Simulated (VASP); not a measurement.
# Al (Fm-3m) in VASP: further runs

Runs on Al. Level: LDA. Tasks: single point, relaxation of cell and atoms.

Everything below comes from runs of VASP 6.6.1. Logs are shortened: lines on timing, memory, paths and dates and some standing lists are left out, and cuts for length are marked.

**1. The cell of the first run**

The structure is cubic, space group Fm-3m (No. 225). The conventional cell has a = 3.982 Å, b = 3.982 Å, c = 3.982 Å, α = 90.00°, β = 90.00°, γ = 90.00°. Al (site symmetry m-3m) has 12 Al at 2.82 Å within 3.7 Å.

**2. Single point, LDA**

The input, INCAR:

```
PREC = Accurate ; ENCUT = 520
EDIFF = 1E-7 ; ISMEAR = 0
SIGMA = 0.1 ; LREAL = F
LASPH = T ; NELM = 60
ALGO = Normal ; ISIF = 2
LWAVE = F ; LCHARG = F
NBANDS = 8
```

The input, KPOINTS:

```
Automatic mesh
0
Gamma
  24 24 24
```

The input, POSCAR:

```
Al
1.0
    0.0000000000      1.9910844110      1.9910844110
    1.9910844110      0.0000000000      1.9910844110
    1.9910844110      1.9910844110      0.0000000000
Al
1
Direct
    0.0000000000      0.0000000000      0.0000000000
```

Potentials or basis: VASP PAW LDA potentials, release 64 (Al).

Command:

```bash
> cat potpaw_LDA.64/Al/POTCAR > POTCAR
> mpirun -np 1 vasp_std > vasp.out
```

OUTCAR:

```text
PREC = Accurate
   ENCUT = 520
   EDIFF = 1E-7
   ISMEAR = 0
   LREAL = F
   LASPH = T
   NELM = 60
   ISIF = 2

 ion  position               nearest neighbor table
   1  0.000  0.000  0.000-

  LATTYP: Found a face centered cubic cell.
 ALAT       =     3.9821688220

  Lattice vectors:

 A1 = (   0.0000000000,   1.9910844110,   1.9910844110)
 A2 = (   1.9910844110,   0.0000000000,   1.9910844110)
 A3 = (   1.9910844110,   1.9910844110,   0.0000000000)

Analysis of symmetry for initial positions (statically):
=====================================================================
 Subroutine PRICEL returns:
 Original cell was already a primitive cell.

 Routine SETGRP: Setting up the symmetry group for a
 face centered cubic supercell.

 Subroutine GETGRP returns: Found 48 space group operations
 (whereof 48 operations were pure point group operations)
 out of a pool of 48 trial point group operations.

The static configuration has the point symmetry O_h .

Analysis of symmetry for dynamics (positions and initial velocities):
=====================================================================
 Subroutine PRICEL returns:
 Original cell was already a primitive cell.

 Routine SETGRP: Setting up the symmetry group for a
 face centered cubic supercell.

 Subroutine GETGRP returns: Found 48 space group operations
 (whereof 48 operations were pure point group operations)
 out of a pool of 48 trial point group operations.

The dynamic configuration has the point symmetry O_h .

 Subroutine INISYM returns: Found 48 space group operations
 (whereof 48 operations are pure point group operations),
 and found     1 'primitive' translations

----------------------------------------------------------------------------------------

                                     Primitive cell

  volume of cell :      15.7870

  direct lattice vectors                    reciprocal lattice vectors
     0.000000000  1.991084411  1.991084411    -0.251119439  0.251119439  0.251119439
     1.991084411  0.000000000  1.991084411     0.251119439 -0.251119439  0.251119439
     1.991084411  1.991084411  0.000000000     0.251119439  0.251119439 -0.251119439

  length of vectors
     2.815818578  2.815818578  2.815818578     0.434951627  0.434951627  0.434951627

  position of ions in fractional coordinates (direct lattice)
     0.000000000  0.000000000  0.000000000
[... 71 lines left out ...]
   LNONCOLLINEAR =      F non collinear calculations
   LSORBIT =      F    spin-orbit coupling
   LASPH  =      T    aspherical Exc in radial PAW
   ENCUT  =  520.0 eV  38.22 Ry    6.18 a.u.   5.24  5.24  5.24*2*pi/ulx,y,z
   NELM   =     60;   NELMIN=  2; NELMDL= -5     # of ELM steps
   EDIFF  = 0.1E-06   stopping-criterion for ELM
   LREAL  =      F    real-space projection
   EDIFFG = 0.1E-05   stopping-criterion for IOM
   NSW    =      0    number of steps for IOM
   IBRION =     -1    ionic relax: 0-MD 1-quasi-New 2-CG
   NFREE  =      0    steps in history (QN), initial steepest desc. (CG)
   ISIF   =      2    stress and relaxation
   ISYM   =      2    0-nonsym 1-usesym 2-fastsym
   POTIM  = 0.5000    time-step for ionic-motion
   TEBEG  =    0.0;   TEEND  =   0.0 temperature during run
   PSTRESS=    0.0 pullay stress
   NELECT =       3.0000    total number of electrons
   NUPDOWN=      -1.0000    fix difference up-down
   EMIN   =  10.00;   EMAX   =-10.00  energy-range for DOS
   EFERMI =   0.00;   METHOD = LEGACY
   ISMEAR =     0;   SIGMA  =   0.10  broadening in eV -4-tet -1-fermi 0-gaus
   EFERMI_NEDOS =   21; number of points for ismear=-14 and -15
   IALGO  =     38    algorithm
   IMIX   =      4    mixing-type and parameters
     AMIX     =   0.40;   BMIX     =  1.00
     AMIX_MAG =   1.60;   BMIX_MAG =  1.00
  volume/ion in A,a.u.               =      15.79       106.54
  Fermi-wavevector in a.u.,A,eV,Ry     =   0.941201  1.778611 12.052840  0.885859
  Thomas-Fermi vector in A             =   2.068688
   LORBIT       =      0    0 simple, 1 ext, 2 COOP (PROOUT), +10 PAW based schemes
   GGA     = CA    functional components
   LHFCALC =     F    Hartree Fock is set to
   AEXX    =    0.0000 exact exchange contribution
   IVDW    =     0    specifies the selected vdW correction
   LEPSILON=     F    determine dielectric tensor
   LRPA    =     F    only Hartree local field effects (RPA)
 non-spin polarized calculation
 Gauss-broadening in eV      SIGMA  =   0.10
  energy-cutoff  :      520.00
  volume of cell :       15.79
 maximum number of plane-waves:       444
 NGX is ok and might be reduce to    24
   NGX = 11   NGY = 11   NGZ = 11

 number of electron       3.0000000 magnetization

 Free energy of the ion-electron system (eV)
  ---------------------------------------------------
  ext. energy  EPLUGINS =         0.00000000
  ---------------------------------------------------
  free energy    TOTEN  =        -4.19120725 eV

  energy without entropy =       -4.18887392  energy(sigma->0) =       -4.19004059

 E-fermi :   8.2675     XC(G=0): -10.5084

 val. band max:        8.2411801402   @ k =  -0.4167   0.3750   0.0000
 cond. band min:       8.2720282425   @ k =  -0.3333   0.3750   0.0417
 fundamental gap:      0.0308481023
 Fermi energy:         8.2675323029

 k-point     1 :       0.0000    0.0000    0.0000
  band No.  band energies     occupation
      1      -3.1507      2.00000
      2      21.0692      0.00000
      3      21.0692      0.00000
      4      21.0692      0.00000
      5      22.7329      0.00000
      6      22.7329      0.00000
      7      22.7329      0.00000
      8      25.1935      0.00000
[... 243 lines left out ...]
 k-point    24 :       0.4583    0.0417    0.0000
  band No.  band energies     occupation
      1       2.2972      2.00000
      2       5.2673      2.00000
      3      18.7153      0.00000
      4      19.2378      0.00000
      5      19.9704      0.00000
      6      21.3612      0.00000
      7      23.9774      0.00000
      8      24.8481      0.00000

 [... further k-points ...]
[... 5 lines left out ...]
  --------------------------------------------------------------------------------------
  -------------------------------------------------------------------------------------
  Total        0.0071964      0.0071964      0.0071964     -0.0000000     -0.0000000      0.0000000
  in kB        0.7303393      0.7303393      0.7303393     -0.0000000     -0.0000000      0.0000000
  external PRESSURE =       0.7303393 kB  Pullay stress =       0.0000000 kB

 VOLUME and BASIS-vectors are now :
 -----------------------------------------------------------------------------
  energy-cutoff  :      520.00
  volume of cell :       15.79
      direct lattice vectors                 reciprocal lattice vectors
     0.000000000  1.991084411  1.991084411    -0.251119439  0.251119439  0.251119439
     1.991084411  0.000000000  1.991084411     0.251119439 -0.251119439  0.251119439
     1.991084411  1.991084411  0.000000000     0.251119439  0.251119439 -0.251119439

 POSITION                                       TOTAL-FORCE (eV/Angst)
 -----------------------------------------------------------------------------------
      0.00000      0.00000      0.00000         0.000000      0.000000      0.000000
 -----------------------------------------------------------------------------------
    total drift:                               -0.000000     -0.000000     -0.000000

  FREE ENERGIE OF THE ION-ELECTRON SYSTEM (eV)
  ---------------------------------------------------
  free  energy   TOTEN  =        -4.1912072546 eV

  energy  without entropy=       -4.1888739240  energy(sigma->0) =       -4.19004059
```

OSZICAR:

```text
N       E                     dE             d eps       ncg     rms          rms(c)
DAV:   1    -0.273456039120E+01   -0.27346E+01   -0.87822E+02  6680   0.206E+02
DAV:   2    -0.421377051904E+01   -0.14792E+01   -0.14237E+01  9168   0.194E+01
DAV:   3    -0.422122047545E+01   -0.74500E-02   -0.74443E-02  8464   0.149E+00
DAV:   4    -0.422123101402E+01   -0.10539E-04   -0.10538E-04 10376   0.516E-02
DAV:   5    -0.422123102272E+01   -0.86981E-08   -0.84981E-08  8568   0.921E-04    0.145E+00
DAV:   6    -0.420302495637E+01    0.18206E-01   -0.23840E-03  8736   0.194E-01    0.811E-01
DAV:   7    -0.419123213098E+01    0.11793E-01   -0.59807E-03  8656   0.303E-01    0.169E-01
DAV:   8    -0.419120748258E+01    0.24648E-04   -0.18761E-05  9776   0.277E-02    0.144E-02
DAV:   9    -0.419120726150E+01    0.22107E-06   -0.13314E-07  9352   0.177E-03    0.743E-04
DAV:  10    -0.419120725461E+01    0.68917E-08   -0.25036E-09  8112   0.294E-04
   1 F= -.41912073E+01 E0= -.41900406E+01  d E =-.233333E-02
```

stdout:

```text
POSCAR found type information on POSCAR Al
 POSCAR found :  1 types and       1 ions
 scaLAPACK will be used
 LDA part: xc-table for (Slater(with rela. corr.)+CA(PZ))
 , standard interpolation
 POSCAR, INCAR and KPOINTS ok, starting setup
 FFT: planning ... GRIDC
 FFT: planning ... GRID_SOFT
 FFT: planning ... GRID
 WAVECAR not read
 entering main loop
```

It took 54 s on 1 thread of Intel Xeon 8259CL, shared host; peak memory 0.15 GiB.

What came out:

- Free energy: -4.1912 eV
- Pressure: 0.1 GPa

**3. Relaxation of cell and atoms, LDA**

This run uses another cell than the first one, of 16.61 Å³/atom, 1.052 times its volume.

The input, INCAR:

```
PREC = Accurate
ENCUT = 600
EDIFF = 1E-6
ISMEAR = 0
SIGMA = 0.1
LREAL = F
LASPH = T
NELM = 100
ALGO = Normal
ISIF = 3
LWAVE = F
LCHARG = F
IBRION = 2
NSW = 80
EDIFFG = -0.003
```

KPOINTS is that of step 2.

The input, POSCAR:

```
Al
1.0
    0.0000000000      2.0250000000      2.0250000000
    2.0250000000      0.0000000000      2.0250000000
    2.0250000000      2.0250000000      0.0000000000
Al
1
Direct
    0.0000000000      0.0000000000      0.0000000000
```

Potentials or basis: VASP PAW LDA potentials, release 64 (Al).

Command:

```bash
> cat potpaw_LDA.64/Al/POTCAR > POTCAR
> mpirun -np 1 vasp_std > vasp.out
```

OUTCAR:

```text
PREC = Accurate
   ENCUT = 600
   EDIFF = 1E-6
   ISMEAR = 0
   LREAL = F
   LASPH = T
   NELM = 100
   ISIF = 3
   IBRION = 2
   NSW = 80
   EDIFFG = -0.003

 ion  position               nearest neighbor table
   1  0.000  0.000  0.000-

  LATTYP: Found a face centered cubic cell.
 ALAT       =     4.0500000000

  Lattice vectors:

 A1 = (   0.0000000000,   2.0250000000,   2.0250000000)
 A2 = (   2.0250000000,   0.0000000000,   2.0250000000)
 A3 = (   2.0250000000,   2.0250000000,   0.0000000000)

Analysis of symmetry for initial positions (statically):
=====================================================================
 Subroutine PRICEL returns:
 Original cell was already a primitive cell.

 Routine SETGRP: Setting up the symmetry group for a
 face centered cubic supercell.

 Subroutine GETGRP returns: Found 48 space group operations
 (whereof 48 operations were pure point group operations)
 out of a pool of 48 trial point group operations.

The static configuration has the point symmetry O_h .

Analysis of symmetry for dynamics (positions and initial velocities):
=====================================================================
 Subroutine PRICEL returns:
 Original cell was already a primitive cell.

 Routine SETGRP: Setting up the symmetry group for a
 face centered cubic supercell.

 Subroutine GETGRP returns: Found 48 space group operations
 (whereof 48 operations were pure point group operations)
 out of a pool of 48 trial point group operations.

The dynamic configuration has the point symmetry O_h .

 Subroutine INISYM returns: Found 48 space group operations
 (whereof 48 operations are pure point group operations),
 and found     1 'primitive' translations

----------------------------------------------------------------------------------------

                                     Primitive cell

[... 112 lines left out ...]
   LORBIT       =      0    0 simple, 1 ext, 2 COOP (PROOUT), +10 PAW based schemes
   GGA     = CA    functional components
   LHFCALC =     F    Hartree Fock is set to
   AEXX    =    0.0000 exact exchange contribution
   IVDW    =     0    specifies the selected vdW correction
   LEPSILON=     F    determine dielectric tensor
   LRPA    =     F    only Hartree local field effects (RPA)
 conjugate gradient relaxation of ions
 non-spin polarized calculation
 Gauss-broadening in eV      SIGMA  =   0.10
  energy-cutoff  :      600.00
  volume of cell :       16.61
 maximum number of plane-waves:       568
   NGX = 11   NGY = 11   NGZ = 11

--------------------------------------- Ionic step        1  -------------------------------------------

 number of electron       3.0000000 magnetization

 Free energy of the ion-electron system (eV)
  ---------------------------------------------------
  ext. energy  EPLUGINS =         0.00000000
  ---------------------------------------------------
  free energy    TOTEN  =        -4.18154739 eV

  energy without entropy =       -4.17906373  energy(sigma->0) =       -4.18030556

------------------------ aborting loop because EDIFF is reached ----------------------------------------

  FORCE on cell =-STRESS in cart. coord.  units (eV):
  Direction    XX          YY          ZZ          XY          YZ          ZX
  --------------------------------------------------------------------------------------
  -------------------------------------------------------------------------------------
  Total       -0.3827231     -0.3827231     -0.3827231     -0.0000000     -0.0000000      0.0000000
  in kB      -36.9224221    -36.9224221    -36.9224221     -0.0000000     -0.0000000      0.0000000
  external PRESSURE =     -36.9224221 kB  Pullay stress =       0.0000000 kB
[... 57 lines left out ...]
--------------------------------------- Ionic step        3  -------------------------------------------

 number of electron       3.0000000 magnetization

 Free energy of the ion-electron system (eV)
  ---------------------------------------------------
  ext. energy  EPLUGINS =         0.00000000
  ---------------------------------------------------
  free energy    TOTEN  =        -4.19127991 eV

  energy without entropy =       -4.18894187  energy(sigma->0) =       -4.19011089

 E-fermi :   8.2582     XC(G=0): -10.5052

 val. band max:        8.2304078282   @ k =  -0.4167   0.3750   0.0000
 cond. band min:       8.2614379863   @ k =  -0.3333   0.3750   0.0417
 fundamental gap:      0.0310301581
 Fermi energy:         8.2581647843

 k-point     1 :       0.0000    0.0000    0.0000
  band No.  band energies     occupation
      1      -3.1539      2.00000
      2      21.0553      0.00000
      3      21.0553      0.00000
      4      21.0553      0.00000
      5      22.7121      0.00000
[... 177 lines left out ...]
 k-point    24 :       0.4583    0.0417    0.0000
  band No.  band energies     occupation
      1       2.2911      2.00000
      2       5.2594      2.00000
      3      18.7000      0.00000
      4      19.2229      0.00000
      5      19.9540      0.00000

 [... further k-points ...]
[... 5 lines left out ...]
  --------------------------------------------------------------------------------------
  -------------------------------------------------------------------------------------
  Total        0.0004763      0.0004763      0.0004763     -0.0000000     -0.0000000      0.0000000
  in kB        0.0482988      0.0482988      0.0482988     -0.0000000     -0.0000000      0.0000000
  external PRESSURE =       0.0482988 kB  Pullay stress =       0.0000000 kB
[... 16 lines left out ...]
  FREE ENERGIE OF THE ION-ELECTRON SYSTEM (eV)
  ---------------------------------------------------
  free  energy   TOTEN  =        -4.1912799097 eV

  energy  without entropy=       -4.1889418705  energy(sigma->0) =       -4.19011089

 reached required accuracy - stopping structural energy minimisation
```

OSZICAR:

```text
N       E                     dE             d eps       ncg     rms          rms(c)
DAV:   1    -0.172271943779E+01   -0.17227E+01   -0.94831E+02  4310   0.378E+02
DAV:   2    -0.418852784353E+01   -0.24658E+01   -0.22614E+01  5180   0.330E+01
DAV:   3    -0.421038908722E+01   -0.21861E-01   -0.21372E-01  5525   0.367E+00
[... 14 lines left out ...]
       N       E                     dE             d eps       ncg     rms          rms(c)
DAV:   1    -0.419129753506E+01   -0.17336E-03   -0.18235E-03  5160   0.271E-01    0.347E-02
DAV:   2    -0.419128701849E+01    0.10517E-04   -0.11016E-05  4485   0.291E-02    0.137E-02
DAV:   3    -0.419128022316E+01    0.67953E-05   -0.27426E-06  5145   0.996E-03    0.400E-03
DAV:   4    -0.419127990967E+01    0.31349E-06   -0.15622E-07  2315   0.245E-03
   3 F= -.41912799E+01 E0= -.41901109E+01  d E =-.973252E-02
```

CONTCAR:

```text
Al
   1.00000000000000
     0.0000000000000000    1.9916518098245337    1.9916518098245337
     1.9916518098245337   -0.0000000000000000    1.9916518098245337
     1.9916518098245337    1.9916518098245337    0.0000000000000000
  Al
     1
Direct
     0.0000000000000000    0.0000000000000000    0.0000000000000000

  0.00000000E+00  0.00000000E+00  0.00000000E+00
```

It took 55 s on 1 thread of Intel Xeon 8259CL, shared host; peak memory 0.16 GiB.

Results:

- Free energy: -4.1913 eV
- Relaxed volume: 15.80 Å³/atom
- Relaxed cell: a = 2.817 Å, b = 2.817 Å, c = 2.817 Å, α = 60.00°, β = 60.00°, γ = 60.00°
- Space group after relaxing (to 0.05 Å): Fm-3m (No. 225)
- Energy gained by relaxing: 9.7 meV/atom
- Ionic steps: 3
- Pressure after relaxing: 0.0 GPa

Step by step:
```csv
step,energy change (eV),largest force (eV/Å),pressure (GPa),volume (Å³)
1,0.0000,0.0000,-3.69,16.61
2,-0.0096,0.0000,0.52,15.70
3,-0.0097,0.0000,0.00,15.80
```

Final structure:
```xyz
1
Lattice="0.0000 1.9917 1.9917 1.9917 0.0000 1.9917 1.9917 1.9917 0.0000" Properties=species:S:1:pos:R:3 pbc="T T T"
Al    0.0000    0.0000    0.0000
```
